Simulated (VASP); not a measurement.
# Al12HO in VASP: notebook

Al12HO is run at these levels: PBE; tasks: single point.

Program: VASP 6.6.1. These are calculated values, not measurements. Logs are shortened: lines on timing, memory, paths and dates and some standing lists are left out, and cuts for length are marked.

### 1 The cell of the first run

The cell holds a slab with vacuum, 14 atoms: a = 5.714 Å, b = 5.714 Å, c = 22.175 Å, α = 90.00°, β = 90.00°, γ = 90.00°.

### 2 Single point, PBE, collinear spin, ferromagnetic start

The input, INCAR:

```
ALGO = Fast ; DIPOL = 0.5 0.5 0.296
EDIFF = 1E-6 ; ENCUT = 520
GGA = PE ; IDIPOL = 3
ISIF = 2 ; ISMEAR = 0
ISPIN = 2 ; LASPH = True
LCHARG = True ; LDIPOL = True
LELF = True ; LORBIT = 11
LREAL = False ; LVACPOTAV = True
LVHAR = True ; LWAVE = False
MAGMOM = 0 0 0 0 0 0 0 0 0 0 0 0 1 0 ; NBANDS = 38
NELM = 150 ; PREC = Accurate
SIGMA = 0.1
```

The input, KPOINTS:

```
k-points
0
Gamma
  5 5 1
```

The input, POSCAR:

```
Al12HO
1.0
    5.7143028096      0.0000000000      0.0000000000
    0.0000000000      5.7143028096      0.0000000000
    0.0000000000      0.0000000000     22.1750227687
Al O H
12 1 1
Direct
    0.2500000000      0.2500000000      0.1803831293
    0.2500000000      0.7500000000      0.1803831293
    0.7500000000      0.2500000000      0.1803831293
    0.7500000000      0.7500000000      0.1803831293
    0.0000000000      0.0000000000      0.2744094920
    0.0000000000      0.5000000000      0.2744094920
    0.5000000000      0.0000000000      0.2744094920
    0.5000000000      0.5000000000      0.2744094920
    0.2500000000      0.2500000000      0.3686590473
    0.2500000000      0.7500000000      0.3686590473
    0.7500000000      0.2500000000      0.3686590473
    0.7500000000      0.7500000000      0.3686590473
    0.5000000000      0.5000000000      0.4160096188
    0.6071648556      0.6071648556      0.4385575100
```

Potentials or basis: VASP PAW PBE potentials, release 64 (Al, O, H).

Run with:

```sh
$ cat potpaw_PBE.64/Al/POTCAR potpaw_PBE.64/O/POTCAR potpaw_PBE.64/H/POTCAR > POTCAR
$ mpirun -np 1 vasp_std > vasp.out
```

OUTCAR:

```text
EDIFF = 1E-6
   ENCUT = 520
   GGA = PE
   ISIF = 2
   ISMEAR = 0
   ISPIN = 2
   LASPH = True
   LORBIT = 11
   LREAL = False
   NELM = 150
   PREC = Accurate

 ion  position               nearest neighbor table
   1  0.250  0.250  0.180-   2 2.86   3 2.86   2 2.86   3 2.86   7 2.90   8 2.90   5 2.90   6 2.90

   2  0.250  0.750  0.180-   1 2.86   4 2.86   1 2.86   4 2.86   7 2.90   8 2.90   5 2.90   6 2.90

   3  0.750  0.250  0.180-   1 2.86   4 2.86   4 2.86   1 2.86   7 2.90   8 2.90   5 2.90   6 2.90
[... 4 lines left out ...]
                            11 2.91  12 2.91   9 2.91  10 2.91
   6  0.000  0.500  0.274-   5 2.86   8 2.86   5 2.86   8 2.86   1 2.90   2 2.90   3 2.90   4 2.90
                            11 2.91  12 2.91   9 2.91  10 2.91
   7  0.500  0.000  0.274-   5 2.86   8 2.86   8 2.86   5 2.86   1 2.90   2 2.90   3 2.90   4 2.90
                            11 2.91  12 2.91   9 2.91  10 2.91
   8  0.500  0.500  0.274-   6 2.86   7 2.86   7 2.86   6 2.86   1 2.90   2 2.90   3 2.90   4 2.90
                            11 2.91  12 2.91   9 2.91  10 2.91
   9  0.250  0.250  0.369-  13 2.28  11 2.86  10 2.86  10 2.86  11 2.86   6 2.91   7 2.91   8 2.91
                             5 2.91
  10  0.250  0.750  0.369-  13 2.28  12 2.86   9 2.86   9 2.86  12 2.86   6 2.91   7 2.91   8 2.91
                             5 2.91
  11  0.750  0.250  0.369-  13 2.28  12 2.86   9 2.86  12 2.86   9 2.86   6 2.91   7 2.91   8 2.91
                             5 2.91
  12  0.750  0.750  0.369-  14 1.93  13 2.28  10 2.86  11 2.86  11 2.86  10 2.86   7 2.91   8 2.91
                             5 2.91   6 2.91
  13  0.500  0.500  0.416-  14 1.00  10 2.28  11 2.28  12 2.28   9 2.28
  14  0.607  0.607  0.439-  13 1.00  12 1.93

  LATTYP: Found a simple tetragonal cell.
 ALAT       =     5.7143028096
 C/A-ratio  =     3.8806173750

  Lattice vectors:

 A1 = (   5.7143028096,   0.0000000000,   0.0000000000)
 A2 = (   0.0000000000,   5.7143028096,   0.0000000000)
 A3 = (   0.0000000000,   0.0000000000,  22.1750227687)

Analysis of symmetry for initial positions (statically):
=====================================================================
 Subroutine PRICEL returns:
 Original cell was already a primitive cell.

 Routine SETGRP: Setting up the symmetry group for a
 simple tetragonal supercell.

 Subroutine GETGRP returns: Found  2 space group operations
 (whereof  2 operations were pure point group operations)
 out of a pool of 16 trial point group operations.

The static configuration has the point symmetry C_1h.

Analysis of symmetry for dynamics (positions and initial velocities):
=====================================================================
 Subroutine PRICEL returns:
 Original cell was already a primitive cell.

 Routine SETGRP: Setting up the symmetry group for a
 simple tetragonal supercell.

 Subroutine GETGRP returns: Found  2 space group operations
 (whereof  2 operations were pure point group operations)
 out of a pool of 16 trial point group operations.

The dynamic configuration has the point symmetry C_1h.

Analysis of structural, dynamic, and magnetic symmetry:
=====================================================================
 Subroutine PRICEL returns:
 Original cell was already a primitive cell.

 Routine SETGRP: Setting up the symmetry group for a
 simple tetragonal supercell.

 Subroutine GETGRP returns: Found  2 space group operations
 (whereof  2 operations were pure point group operations)
 out of a pool of 16 trial point group operations.

The overall configuration has the point symmetry C_1h.

 Subroutine INISYM returns: Found  2 space group operations
 (whereof  2 operations are pure point group operations),
 and found     1 'primitive' translations

----------------------------------------------------------------------------------------

                                     Primitive cell

  volume of cell :     724.0867

  direct lattice vectors                    reciprocal lattice vectors
     5.714302810  0.000000000  0.000000000     0.174999476  0.000000000  0.000000000
     0.000000000  5.714302810  0.000000000     0.000000000  0.174999476  0.000000000
     0.000000000  0.000000000 22.175022769     0.000000000  0.000000000  0.045095782

  length of vectors
     5.714302810  5.714302810 22.175022769     0.174999476  0.174999476  0.045095782

  position of ions in fractional coordinates (direct lattice)
     0.250000000  0.250000000  0.180383129
     0.250000000  0.750000000  0.180383129
     0.750000000  0.250000000  0.180383129
     0.750000000  0.750000000  0.180383129
     0.000000000  0.000000000  0.274409492
     0.000000000  0.500000000  0.274409492
     0.500000000  0.000000000  0.274409492
     0.500000000  0.500000000  0.274409492
     0.250000000  0.250000000  0.368659047
[... 66 lines left out ...]
   NGX,Y,Z   is equivalent  to a cutoff of  12.22, 12.22, 12.59 a.u.
   NGXF,Y,Z  is equivalent  to a cutoff of  24.44, 24.44, 25.19 a.u.
 SYSTEM =  unknown system
   PREC   = accura    normal or accurate (medium, high low for compatibility)
   ISTART =      0    job   : 0-new  1-cont  2-samecut
   ICHARG =      2    charge: 1-file 2-atom 10-const
   ISPIN  =      2    spin polarized calculation?
   LNONCOLLINEAR =      F non collinear calculations
   LSORBIT =      F    spin-orbit coupling
   LASPH  =      T    aspherical Exc in radial PAW
   ENCUT  =  520.0 eV  38.22 Ry    6.18 a.u.  10.62 10.62 41.23*2*pi/ulx,y,z
   NELM   =    150;   NELMIN=  2; NELMDL= -5     # of ELM steps
   EDIFF  = 0.1E-05   stopping-criterion for ELM
   LREAL  =      F    real-space projection
   EDIFFG = 0.1E-04   stopping-criterion for IOM
   NSW    =      0    number of steps for IOM
   IBRION =     -1    ionic relax: 0-MD 1-quasi-New 2-CG
   NFREE  =      0    steps in history (QN), initial steepest desc. (CG)
   ISIF   =      2    stress and relaxation
   ISYM   =      2    0-nonsym 1-usesym 2-fastsym
   POTIM  = 0.5000    time-step for ionic-motion
   TEBEG  =    0.0;   TEEND  =   0.0 temperature during run
   PSTRESS=    0.0 pullay stress
   NELECT =      43.0000    total number of electrons
   NUPDOWN=      -1.0000    fix difference up-down
   EMIN   =  10.00;   EMAX   =-10.00  energy-range for DOS
   EFERMI =   0.00;   METHOD = LEGACY
   ISMEAR =     0;   SIGMA  =   0.10  broadening in eV -4-tet -1-fermi 0-gaus
   EFERMI_NEDOS =   21; number of points for ismear=-14 and -15
   IALGO  =     68    algorithm
   IMIX   =      4    mixing-type and parameters
     AMIX     =   0.40;   BMIX     =  1.00
     AMIX_MAG =   1.60;   BMIX_MAG =  1.00
  volume/ion in A,a.u.               =      51.72       349.03
  Fermi-wavevector in a.u.,A,eV,Ry     =   0.638706  1.206979  5.550428  0.407945
  Thomas-Fermi vector in A             =   1.704136
   LORBIT       =     11    0 simple, 1 ext, 2 COOP (PROOUT), +10 PAW based schemes
   GGA     = PE    functional components
   LHFCALC =     F    Hartree Fock is set to
   AEXX    =    0.0000 exact exchange contribution
   IVDW    =     0    specifies the selected vdW correction
   LEPSILON=     F    determine dielectric tensor
   LRPA    =     F    only Hartree local field effects (RPA)
 spin polarized calculation
 RMM-DIIS sequential band-by-band and
 Gauss-broadening in eV      SIGMA  =   0.10
  energy-cutoff  :      520.00
  volume of cell :      724.09
 maximum number of plane-waves:     19529
   NGX = 21   NGY = 21   NGZ = 83

 dipolmoment           0.000000      0.000000      0.039697 electrons x Angstroem

 number of electron      42.9999994 magnetization       0.0000876

 dipolmoment           0.000000      0.000000     -0.069340 electrons x Angstroem

 Free energy of the ion-electron system (eV)
  ---------------------------------------------------
  ext. energy  EPLUGINS =         0.00000000
  ---------------------------------------------------
  free energy    TOTEN  =       -51.28247934 eV

  energy without entropy =      -51.25391812  energy(sigma->0) =      -51.26819873

 E-fermi :  -0.6693     XC(G=0):  -3.8444

 val. band max:       -0.6852273708   @ k =   0.4000   0.2000   0.0000
 cond. band min:      -0.6460291744   @ k =   0.4000   0.0000   0.0000
 fundamental gap:      0.0391981964
 Fermi energy:        -0.6692612953

 spin component 1

 k-point     1 :       0.0000    0.0000    0.0000
  band No.  band energies     occupation
      1     -21.9625      1.00000
      2     -10.8776      1.00000
      3     -10.0084      1.00000
      4      -8.6219      1.00000
      5      -7.3272      1.00000
      6      -6.7954      1.00000
[... 313 lines left out ...]
     32       2.2625      0.00000
     33       2.4649      0.00000
 Fermi energy:        -0.6692612953

 spin component 2

 k-point     1 :       0.0000    0.0000    0.0000
  band No.  band energies     occupation
      1     -21.9625      1.00000
      2     -10.8776      1.00000
      3     -10.0084      1.00000
      4      -8.6219      1.00000
      5      -7.3272      1.00000
      6      -6.7954      1.00000
[... 313 lines left out ...]
     32       2.2625      0.00000
     33       2.4649      0.00000
 [bands above 33 left out]

------------------------ aborting loop because EDIFF is reached ----------------------------------------

  FORCE on cell =-STRESS in cart. coord.  units (eV):
  Direction    XX          YY          ZZ          XY          YZ          ZX
  --------------------------------------------------------------------------------------
  -------------------------------------------------------------------------------------
  Total       -6.8389207     -6.8389207      2.3759269      0.9403698     -0.3672720     -0.3672722
  in kB      -15.1323917    -15.1323917      5.2571828      2.0807441     -0.8126580     -0.8126585
  external PRESSURE =      -8.3358669 kB  Pullay stress =       0.0000000 kB

 VOLUME and BASIS-vectors are now :
 -----------------------------------------------------------------------------
  energy-cutoff  :      520.00
  volume of cell :      724.09
      direct lattice vectors                 reciprocal lattice vectors
     5.714302810  0.000000000  0.000000000     0.174999476  0.000000000  0.000000000
     0.000000000  5.714302810  0.000000000     0.000000000  0.174999476  0.000000000
     0.000000000  0.000000000 22.175022769     0.000000000  0.000000000  0.045095782

 POSITION                                       TOTAL-FORCE (eV/Angst)
 -----------------------------------------------------------------------------------
      1.42858      1.42858      4.00000         0.045221      0.045221      0.044876
      1.42858      4.28573      4.00000        -0.001558     -0.036096      0.016949
      4.28573      1.42858      4.00000        -0.036096     -0.001558      0.016949
      4.28573      4.28573      4.00000        -0.017014     -0.017014      0.003181
      0.00000      0.00000      6.08504        -0.019901     -0.019901     -0.204971
      0.00000      2.85715      6.08504        -0.040041      0.042654      0.116751
      2.85715      0.00000      6.08504         0.042654     -0.040041      0.116751
      2.85715      2.85715      6.08504         0.004076      0.004076     -0.172289
      1.42858      1.42858      8.17502        -0.472312     -0.472312     -0.172382
      1.42858      4.28573      8.17502        -0.189152      0.120757     -0.128087
      4.28573      1.42858      8.17502         0.120757     -0.189152     -0.128087
      4.28573      4.28573      8.17502         0.793122      0.793122     -1.172420
      2.85715      2.85715      9.22502         0.155594      0.155594      0.220943
      3.46952      3.46952      9.72502        -0.385351     -0.385351      1.441835
 -----------------------------------------------------------------------------------
    total drift:                                0.000022      0.000022      0.000291

  FREE ENERGIE OF THE ION-ELECTRON SYSTEM (eV)
  ---------------------------------------------------
  free  energy   TOTEN  =       -51.2824793433 eV

  energy  without entropy=      -51.2539181218  energy(sigma->0) =      -51.26819873

 vacuum level on the upper side and lower side of the slab         3.341         3.725

 total charge

# of ion       s       p       d       tot
------------------------------------------
    1        0.473   0.284   0.000   0.757
    2        0.472   0.286   0.000   0.758
    3        0.472   0.286   0.000   0.758
    4        0.471   0.287   0.000   0.758
    5        0.434   0.336   0.000   0.770
    6        0.432   0.324   0.000   0.756
    7        0.432   0.324   0.000   0.756
    8        0.434   0.332   0.000   0.766
    9        0.475   0.270   0.000   0.745
   10        0.463   0.276   0.000   0.739
   11        0.463   0.276   0.000   0.739
   12        0.471   0.293   0.000   0.765
   13        1.594   3.467   0.000   5.061
   14        0.591   0.116   0.000   0.708
--------------------------------------------------
tot          7.677   7.160   0.000  14.837

 magnetization (x)

# of ion       s       p       d       tot
------------------------------------------
    1        0.000   0.000   0.000   0.000
    2       -0.000  -0.000   0.000  -0.000
    3       -0.000  -0.000   0.000  -0.000
    4        0.000   0.000   0.000   0.000
    5       -0.000   0.000   0.000   0.000
    6       -0.000   0.000   0.000  -0.000
    7       -0.000   0.000   0.000  -0.000
    8       -0.000  -0.000   0.000  -0.000
    9        0.000   0.000   0.000   0.000
   10        0.000   0.000   0.000   0.000
   11        0.000   0.000   0.000   0.000
   12        0.000   0.000   0.000   0.000
   13        0.000   0.000   0.000   0.000
   14        0.000   0.000   0.000   0.000
--------------------------------------------------
tot          0.000   0.000   0.000   0.000
```

It took 25 min on 1 thread of Oxide Virtual Turin-like, shared host; peak memory 1 GiB.

What came out:

| Quantity | Value |
| --- | --- |
| Free energy | -51.2825 eV |
| Largest force | 1.623 eV/Å |
| Net moment | 0.00 μB per cell |
| Valence electrons inside the program's atomic spheres | Al 0.76, 0.77, 0.74 (each value once); O 5.06; H 0.71 |

Forces in eV/Å, atoms in the order of the input:
```
Al   0.045  0.045  0.045
Al  -0.002 -0.036  0.017
Al  -0.036 -0.002  0.017
Al  -0.017 -0.017  0.003
Al  -0.020 -0.020 -0.205
Al  -0.040  0.043  0.117
Al   0.043 -0.040  0.117
Al   0.004  0.004 -0.172
Al  -0.472 -0.472 -0.172
Al  -0.189  0.121 -0.128
Al   0.121 -0.189 -0.128
Al   0.793  0.793 -1.172
O    0.156  0.156  0.221
H   -0.385 -0.385  1.442
```

[end of part 1 of 2]
